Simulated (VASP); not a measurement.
# LiCl in VASP: notebook

LiCl is run at these levels: PBE; tasks: single point, relaxation of cell and atoms.

All numbers are computed with VASP 6.6.1; they aren't measurements. Logs are shortened: lines on timing, memory, paths and dates and some standing lists are left out, and cuts for length are marked.

## 1. The cell of the first run

It takes space group I4/mcm (No. 140, tetragonal). The conventional cell has a = 8.339 Å, b = 8.339 Å, c = 5.187 Å, α = 90.00°, β = 90.00°, γ = 90.00°. Li (site symmetry m2m) has 5 Cl at 2.43 to 2.60 Å within 3.2 Å. Cl (site symmetry m2m) has 5 Li at 2.43 to 2.60 Å within 3.2 Å.

The cell was built from a structure type or drawn by symmetry, and may not be a known phase.

## 2. Single point, PBE

INCAR reads:

```
PREC = Accurate
ENCUT = 520
EDIFF = 1E-6
ISMEAR = 0
SIGMA = 0.1
LREAL = F
LASPH = T
NELM = 60
ALGO = Normal
ISIF = 2
LWAVE = F
LCHARG = T
GGA = PE
LELF = T
LVHAR = T
NBANDS = 30
```

KPOINTS reads:

```
regular mesh
0
Gamma
  4 4 4
```

POSCAR reads:

```
LiCl
1.0
   -4.1697405000      4.1697405000      2.5934820000
    4.1697405000     -4.1697405000      2.5934820000
    4.1697405000      4.1697405000     -2.5934820000
Li Cl
4 4
Direct
    0.1422970000      0.6422970000      0.7845940000
    0.8577030000      0.3577030000      0.2154060000
    0.3577030000      0.1422970000      0.5000000000
    0.6422970000      0.8577030000      0.5000000000
    0.8484815000      0.6515185000      0.5000000000
    0.1515185000      0.3484815000      0.5000000000
    0.6515185000      0.1515185000      0.8030370000
    0.3484815000      0.8484815000      0.1969630000
```

Potentials or basis: VASP PAW PBE potentials, release 64 (Li_sv, Cl).

Started as:

```sh
$ cat potpaw_PBE.64/Li_sv/POTCAR potpaw_PBE.64/Cl/POTCAR > POTCAR
$ mpirun -np 1 vasp_std > vasp.out
```

OUTCAR:

```text
PREC = Accurate
   ENCUT = 520
   EDIFF = 1E-6
   ISMEAR = 0
   LREAL = F
   LASPH = T
   NELM = 60
   ISIF = 2
   GGA = PE

 ion  position               nearest neighbor table
   1  0.142  0.642  0.785-   8 2.43   6 2.45   5 2.45   7 2.60   7 2.60
   2  0.858  0.358  0.215-   7 2.43   6 2.45   5 2.45   8 2.60   8 2.60
   3  0.358  0.142  0.500-   6 2.43   7 2.45   8 2.45   5 2.60   5 2.60
   4  0.642  0.858  0.500-   5 2.43   7 2.45   8 2.45   6 2.60   6 2.60
   5  0.848  0.652  0.500-   4 2.43   2 2.45   1 2.45   3 2.60   3 2.60
   6  0.152  0.348  0.500-   3 2.43   2 2.45   1 2.45   4 2.60   4 2.60
   7  0.652  0.152  0.803-   2 2.43   3 2.45   4 2.45   1 2.60   1 2.60
   8  0.348  0.848  0.197-   1 2.43   3 2.45   4 2.45   2 2.60   2 2.60

  LATTYP: Found a body centered tetragonal cell.
 ALAT       =     8.3394810000
 C/A-ratio  =     0.6219768352

  Lattice vectors:

 A1 = (  -4.1697405000,   4.1697405000,   2.5934820000)
 A2 = (   4.1697405000,  -4.1697405000,   2.5934820000)
 A3 = (   4.1697405000,   4.1697405000,  -2.5934820000)

Analysis of symmetry for initial positions (statically):
=====================================================================
 Subroutine PRICEL returns:
 Original cell was already a primitive cell.

 Routine SETGRP: Setting up the symmetry group for a
 body centered tetragonal supercell.

 Subroutine GETGRP returns: Found 16 space group operations
 (whereof  8 operations were pure point group operations)
 out of a pool of 16 trial point group operations.

The static configuration has the point symmetry C_4h.
 The point group associated with its full space group is D_4h.

Analysis of symmetry for dynamics (positions and initial velocities):
=====================================================================
 Subroutine PRICEL returns:
 Original cell was already a primitive cell.

 Routine SETGRP: Setting up the symmetry group for a
 body centered tetragonal supercell.

 Subroutine GETGRP returns: Found 16 space group operations
 (whereof  8 operations were pure point group operations)
 out of a pool of 16 trial point group operations.

The dynamic configuration has the point symmetry C_4h.
 The point group associated with its full space group is D_4h.

 Subroutine INISYM returns: Found 16 space group operations
 (whereof  8 operations are pure point group operations),
 and found     1 'primitive' translations

----------------------------------------------------------------------------------------

                                     Primitive cell

  volume of cell :     180.3687

  direct lattice vectors                    reciprocal lattice vectors
    -4.169740500  4.169740500  2.593482000     0.000000000  0.119911539  0.192791005
     4.169740500 -4.169740500  2.593482000     0.119911539  0.000000000  0.192791005
     4.169740500  4.169740500 -2.593482000     0.119911539  0.119911539  0.000000000

  length of vectors
     6.442019913  6.442019913  6.442019913     0.227039971  0.227039971  0.169580525

  position of ions in fractional coordinates (direct lattice)
     0.142297000  0.642297000  0.784594000
     0.857703000  0.357703000  0.215406000
     0.357703000  0.142297000  0.500000000
     0.642297000  0.857703000  0.500000000
     0.848481500  0.651518500  0.500000000
     0.151518500  0.348481500  0.500000000
     0.651518500  0.151518500  0.803037000
     0.348481500  0.848481500  0.196963000

  ion indices of the primitive-cell ions
   primitive index   ion index
                 1           1
                 2           2
                 3           3
                 4           4
                 5           5
                 6           6
                 7           7
                 8           8

----------------------------------------------------------------------------------------

 KPOINTS: regular mesh

Automatic generation of k-mesh.
 Grid dimensions read from file:
 generate k-points for:    4    4    4

 Generating k-lattice:

  Cartesian coordinates                     Fractional coordinates (reciprocal lattice)
     0.000000000  0.029977885  0.048197751     0.250000000  0.000000000  0.000000000
     0.029977885  0.000000000  0.048197751     0.000000000  0.250000000  0.000000000
     0.029977885  0.029977885  0.000000000     0.000000000  0.000000000  0.250000000

  Length of vectors
     0.056759993  0.056759993  0.042395131

  Shift w.r.t. Gamma in fractional coordinates (k-lattice)
     0.000000000  0.000000000  0.000000000

 Subroutine IBZKPT returns following result:
 ===========================================

 Found     13 irreducible k-points:

 Following reciprocal coordinates:
            Coordinates               Weight
  0.000000  0.000000  0.000000      1.000000
  0.250000  0.000000  0.000000      8.000000
  0.500000  0.000000  0.000000      4.000000
  0.250000  0.250000  0.000000      8.000000
  0.500000  0.250000 -0.000000     16.000000
 -0.250000  0.250000  0.000000      4.000000
  0.500000  0.500000  0.000000      2.000000
  0.250000  0.250000  0.250000      2.000000
 -0.250000  0.250000  0.250000      4.000000
  0.500000  0.500000  0.250000      4.000000
 -0.250000  0.500000  0.250000      8.000000
 -0.250000 -0.250000  0.250000      2.000000
  0.500000  0.500000  0.500000      1.000000
   k-points           NKPTS =     13   k-points in BZ     NKDIM =     13   number of bands    NBANDS=     30
   number of dos      NEDOS =    301   number of ions     NIONS =      8
   total plane-waves  NPLWV = 110592
   dimension x,y,z NGX =    48 NGY =   48 NGZ =   48
   dimension x,y,z NGXF=    96 NGYF=   96 NGZF=   96
   ions per type =               4   4
   NGX,Y,Z   is equivalent  to a cutoff of  12.39, 12.39, 12.39 a.u.
   NGXF,Y,Z  is equivalent  to a cutoff of  24.77, 24.77, 24.77 a.u.
 SYSTEM =  unknown system
   PREC   = accura    normal or accurate (medium, high low for compatibility)
   ISTART =      0    job   : 0-new  1-cont  2-samecut
   ICHARG =      2    charge: 1-file 2-atom 10-const
   ISPIN  =      1    spin polarized calculation?
   LNONCOLLINEAR =      F non collinear calculations
   LSORBIT =      F    spin-orbit coupling
   LASPH  =      T    aspherical Exc in radial PAW
   ENCUT  =  520.0 eV  38.22 Ry    6.18 a.u.  11.98 11.98 11.98*2*pi/ulx,y,z
   NELM   =     60;   NELMIN=  2; NELMDL= -5     # of ELM steps
   EDIFF  = 0.1E-05   stopping-criterion for ELM
   LREAL  =      F    real-space projection
   EDIFFG = 0.1E-04   stopping-criterion for IOM
   NSW    =      0    number of steps for IOM
   IBRION =     -1    ionic relax: 0-MD 1-quasi-New 2-CG
   NFREE  =      0    steps in history (QN), initial steepest desc. (CG)
   ISIF   =      2    stress and relaxation
   ISYM   =      2    0-nonsym 1-usesym 2-fastsym
   POTIM  = 0.5000    time-step for ionic-motion
   TEBEG  =    0.0;   TEEND  =   0.0 temperature during run
   PSTRESS=    0.0 pullay stress
   NELECT =      40.0000    total number of electrons
   NUPDOWN=      -1.0000    fix difference up-down
   EMIN   =  10.00;   EMAX   =-10.00  energy-range for DOS
   EFERMI =   0.00;   METHOD = LEGACY
   ISMEAR =     0;   SIGMA  =   0.10  broadening in eV -4-tet -1-fermi 0-gaus
   EFERMI_NEDOS =   21; number of points for ismear=-14 and -15
   IALGO  =     38    algorithm
   IMIX   =      4    mixing-type and parameters
     AMIX     =   0.40;   BMIX     =  1.00
     AMIX_MAG =   1.60;   BMIX_MAG =  1.00
  volume/ion in A,a.u.               =      22.55       152.15
  Fermi-wavevector in a.u.,A,eV,Ry     =   0.990926  1.872578 13.360018  0.981934
  Thomas-Fermi vector in A             =   2.122631
   LORBIT       =      0    0 simple, 1 ext, 2 COOP (PROOUT), +10 PAW based schemes
   GGA     = PE    functional components
   LHFCALC =     F    Hartree Fock is set to
   AEXX    =    0.0000 exact exchange contribution
   IVDW    =     0    specifies the selected vdW correction
   LEPSILON=     F    determine dielectric tensor
   LRPA    =     F    only Hartree local field effects (RPA)
 non-spin polarized calculation
 Gauss-broadening in eV      SIGMA  =   0.10
  energy-cutoff  :      520.00
  volume of cell :      180.37
 maximum number of plane-waves:      4876
   NGX = 23   NGY = 23   NGZ = 23

 number of electron      39.9999988 magnetization

 Free energy of the ion-electron system (eV)
  ---------------------------------------------------
  ext. energy  EPLUGINS =         0.00000000
  ---------------------------------------------------
  free energy    TOTEN  =       -29.41645579 eV

  energy without entropy =      -29.41645579  energy(sigma->0) =      -29.41645579

 E-fermi :  -0.7810     XC(G=0):  -7.1757

 val. band max:       -1.2491473693   @ k =   0.0000   0.0000   0.0000
 cond. band min:       4.1784553635   @ k =   0.0000   0.0000   0.0000
 fundamental gap:      5.4276027328
 Fermi energy:        -0.7810076470

 k-point     1 :       0.0000    0.0000    0.0000
  band No.  band energies     occupation
      1     -44.8013      2.00000
      2     -44.7984      2.00000
      3     -44.7977      2.00000
      4     -44.7977      2.00000
      5     -14.4628      2.00000
      6     -14.0363      2.00000
[... 22 lines left out ...]
     29       8.6732      0.00000
     30       8.6992      0.00000

 k-point     2 :       0.2500    0.0000    0.0000
  band No.  band energies     occupation
      1     -44.8007      2.00000
      2     -44.7987      2.00000
      3     -44.7979      2.00000
      4     -44.7979      2.00000
      5     -14.3557      2.00000
      6     -14.0671      2.00000
[... 22 lines left out ...]
     29       8.3536      0.00000
     30       8.7805      0.00000

 k-point     3 :       0.5000    0.0000    0.0000
  band No.  band energies     occupation
      1     -44.7994      2.00000
      2     -44.7994      2.00000
      3     -44.7982      2.00000
      4     -44.7982      2.00000
      5     -14.1287      2.00000
      6     -14.1287      2.00000
[... 319 lines left out ...]
     29       8.1400      0.00000
     30       8.4382      0.00000

 k-point    13 :       0.5000    0.5000    0.5000
  band No.  band energies     occupation
      1     -44.8002      2.00000
      2     -44.7987      2.00000
      3     -44.7987      2.00000
      4     -44.7977      2.00000
      5     -14.1893      2.00000
      6     -14.1383      2.00000
[... 22 lines left out ...]
     29       9.0817      0.00000
     30       9.0819      0.00000

------------------------ aborting loop because EDIFF is reached ----------------------------------------

  FORCE on cell =-STRESS in cart. coord.  units (eV):
  Direction    XX          YY          ZZ          XY          YZ          ZX
  --------------------------------------------------------------------------------------
  -------------------------------------------------------------------------------------
  Total       -0.0676961     -0.0676961     -0.0980761      0.0000000      0.0000000      0.0000000
  in kB       -0.6013298     -0.6013298     -0.8711894      0.0000000      0.0000000      0.0000000
  external PRESSURE =      -0.6912830 kB  Pullay stress =       0.0000000 kB

 VOLUME and BASIS-vectors are now :
 -----------------------------------------------------------------------------
  energy-cutoff  :      520.00
  volume of cell :      180.37
      direct lattice vectors                 reciprocal lattice vectors
    -4.169740500  4.169740500  2.593482000     0.000000000  0.119911539  0.192791005
     4.169740500 -4.169740500  2.593482000     0.119911539  0.000000000  0.192791005
     4.169740500  4.169740500 -2.593482000     0.119911539  0.119911539  0.000000000

 POSITION                                       TOTAL-FORCE (eV/Angst)
 -----------------------------------------------------------------------------------
      5.35642      1.18668      0.00000         0.002178      0.002178      0.000000
     -1.18668      2.98306      2.59348        -0.002178     -0.002178     -0.000000
      1.18668      2.98306      0.00000         0.002178     -0.002178     -0.000000
      2.98306      1.18668      2.59348        -0.002178      0.002178     -0.000000
      1.26359      2.90615      2.59348         0.001916     -0.001916      0.000000
      2.90615      1.26359      0.00000        -0.001916      0.001916     -0.000000
      1.26359      5.43333      0.00000         0.001916      0.001916     -0.000000
      2.90615     -1.26359      2.59348        -0.001916     -0.001916      0.000000
 -----------------------------------------------------------------------------------
    total drift:                                0.000000      0.000000      0.000000

  FREE ENERGIE OF THE ION-ELECTRON SYSTEM (eV)
  ---------------------------------------------------
  free  energy   TOTEN  =       -29.4164557911 eV

  energy  without entropy=      -29.4164557911  energy(sigma->0) =      -29.41645579
```

It took 2.1 min on 1 thread of Oxide Virtual Turin-like, shared host; peak memory 0.29 GiB.

Results:

| Quantity | Value |
| --- | --- |
| Free energy | -29.4165 eV |
| Largest force | 0.003 eV/Å |
| Band gap on the k mesh | 5.43 eV |

Forces in eV/Å, atoms in the order of the input:
```
Li   0.002  0.002  0.000
Li  -0.002 -0.002  0.000
Li   0.002 -0.002  0.000
Li  -0.002  0.002  0.000
Cl   0.002 -0.002  0.000
Cl  -0.002  0.002  0.000
Cl   0.002  0.002  0.000
Cl  -0.002 -0.002  0.000
```

Levels at points of the mesh, in eV from the valence-band top:
| k point | band 17 | band 18 | band 19 | band 20 | band 21 | band 22 | band 23 | band 24 |
| --- | --- | --- | --- | --- | --- | --- | --- | --- |
| (0.00, 0.00, 0.00) | -0.55 | -0.40 | -0.40 | 0.00 | 5.43 | 8.27 | 8.27 | 8.66 |
| (0.50, 0.00, 0.00) | -0.50 | -0.50 | -0.22 | -0.22 | 7.03 | 7.03 | 7.86 | 7.86 |
| (0.50, 0.50, 0.00) | -0.75 | -0.49 | -0.44 | -0.37 | 6.50 | 7.25 | 8.11 | 8.84 |
| (0.50, 0.50, 0.50) | -0.93 | -0.76 | -0.76 | -0.49 | 7.42 | 7.95 | 7.95 | 8.05 |

Caveat: the cutoff is under 1.25 times the usual one of these potentials, so pressure, stress and relaxed cells hold a basis-set (Pulay) error. A k mesh can miss the band edges.

## 3. Single point, PBE

This run uses another cell than the first one, of the same volume but with other edges.

INCAR reads:

```
SYSTEM = LiCl
ALGO = Normal ; EDIFF = 1E-7
ENCUT = 520 ; GGA = PE
ISIF = 2 ; ISMEAR = 0
LASPH = .True. ; LCHARG = .True.
LELF = .True. ; LREAL = .False.
LVHAR = .True. ; LWAVE = .False.
NBANDS = 30 ; NELM = 100
PREC = Accurate ; SIGMA = 0.1
```

KPOINTS reads:

```
k-points
0
Gamma
  4 4 4
  0 0 0
```

POSCAR reads:

```
LiCl
1.0
    0.0000000000      0.0000000000      5.1869640000
   -4.1697405000      4.1697405000      2.5934820000
   -4.1697405000     -4.1697405000      2.5934820000
Li Cl
4 4
Direct
    0.6422970000      0.5000000000      0.2154060000
    0.3577030000      0.5000000000      0.7845940000
    0.1422970000      0.2154060000      0.5000000000
    0.8577030000      0.7845940000      0.5000000000
    0.6515185000      0.1969630000      0.5000000000
    0.3484815000      0.8030370000      0.5000000000
    0.1515185000      0.5000000000      0.1969630000
    0.8484815000      0.5000000000      0.8030370000
```

Potentials or basis: VASP PAW PBE potentials, release 64 (Li_sv, Cl).

Started as:

```sh
$ cat potpaw_PBE.64/Li_sv/POTCAR potpaw_PBE.64/Cl/POTCAR > POTCAR
$ mpirun -np 1 vasp_std > vasp.out
```

Wall time 1.7 min (1 thread of Oxide Virtual Turin-like, shared host); peak memory 0.26 GiB.

The run converged. Its results:

```yaml
Free_energy: -29.4164 eV
Largest_force: 0.003 eV/Å
Band_gap_on_the_k_mesh: 5.43 eV
```

Forces in eV/Å, atoms in the order of the input:
```
Li   0.002  0.002  0.000
Li  -0.002 -0.002  0.000
Li   0.002 -0.002  0.000
Li  -0.002  0.002  0.000
Cl   0.002 -0.002  0.000
Cl  -0.002  0.002  0.000
Cl   0.002  0.002  0.000
Cl  -0.002 -0.002  0.000
```

Levels at points of the mesh, in eV from the valence-band top:
```
           k point  band 18  band 19  band 20  band 21  band 22  band 23
(0.00, 0.00, 0.00)    -0.40    -0.40     0.00     5.43     8.27     8.27
(0.50, 0.00, 0.00)    -0.50    -0.22    -0.22     7.03     7.03     7.86
(0.00, 0.50, 0.00)    -0.49    -0.44    -0.37     6.50     7.25     8.11
(0.00, 0.50, 0.50)    -0.76    -0.76    -0.49     7.42     7.95     7.95
```

Caveat: the cutoff is under 1.25 times the usual one of these potentials, so pressure, stress and relaxed cells hold a basis-set (Pulay) error. A k mesh can miss the band edges.

## 4. Single point, PBE

INCAR reads:

```
SYSTEM = LiCl
PREC     = Accurate       ! precision mode
ENCUT    = 520            ! plane-wave cutoff, eV
EDIFF    = 1E-6           ! SCF threshold, eV
ISMEAR   = 0              ! smearing method
SIGMA    = 0.02           ! smearing width, eV
LREAL    = .False.        ! projectors in reciprocal space
LASPH    = .True.         ! aspherical terms in the spheres
NELM     = 60             ! most SCF steps
ALGO     = Normal         ! electronic algorithm
ISIF     = 2              ! what is computed and relaxed
LWAVE    = .False.        ! write WAVECAR
LCHARG   = .False.        ! write CHGCAR
GGA      = PE             ! functional
NBANDS   = 30             ! bands
```

KPOINTS reads:

```
regular mesh
0
Gamma
  6 6 6
  0 0 0
```

POSCAR reads:

```
LiCl
1.0
   -4.1697405000      4.1697405000      2.5934820000
    4.1697405000     -4.1697405000      2.5934820000
    4.1697405000      4.1697405000     -2.5934820000
Li Cl
4 4
Direct
    0.1422970000      0.6422970000      0.7845940000
    0.8577030000      0.3577030000      0.2154060000
    0.3577030000      0.1422970000      0.5000000000
    0.6422970000      0.8577030000      0.5000000000
    0.8484815000      0.6515185000      0.5000000000
    0.1515185000      0.3484815000      0.5000000000
    0.6515185000      0.1515185000      0.8030370000
    0.3484815000      0.8484815000      0.1969630000
```

Started as:

```sh
$ cat potpaw_PBE.64/Li_sv/POTCAR potpaw_PBE.64/Cl/POTCAR > POTCAR
$ mpirun -np 1 vasp_std > vasp.out
```

Run time: 4.1 min. Hardware: 1 thread of Oxide Virtual Turin-like, shared host; peak memory 0.34 GiB.

It converged, with:

```
Free energy            : -29.4165 eV
Largest force          : 0.003 eV/Å
Band gap on the k mesh : 5.43 eV
```

Forces in eV/Å, atoms in the order of the input:
```
Li   0.002  0.002  0.000
Li  -0.002 -0.002  0.000
Li   0.002 -0.002  0.000
Li  -0.002  0.002  0.000
Cl   0.002 -0.002  0.000
Cl  -0.002  0.002  0.000
Cl   0.002  0.002  0.000
Cl  -0.002 -0.002  0.000
```

Levels at points of the mesh, in eV from the valence-band top:
```
           k point  band 18  band 19  band 20  band 21  band 22  band 23
(0.00, 0.00, 0.00)    -0.40    -0.40     0.00     5.43     8.27     8.27
(0.50, 0.00, 0.00)    -0.50    -0.22    -0.22     7.03     7.03     7.86
(0.50, 0.50, 0.00)    -0.49    -0.44    -0.37     6.50     7.25     8.11
(0.50, 0.50, 0.50)    -0.76    -0.76    -0.49     7.42     7.95     7.95
```

Caveat: the cutoff is under 1.25 times the usual one of these potentials, so pressure, stress and relaxed cells hold a basis-set (Pulay) error.

[end of part 1 of 2]
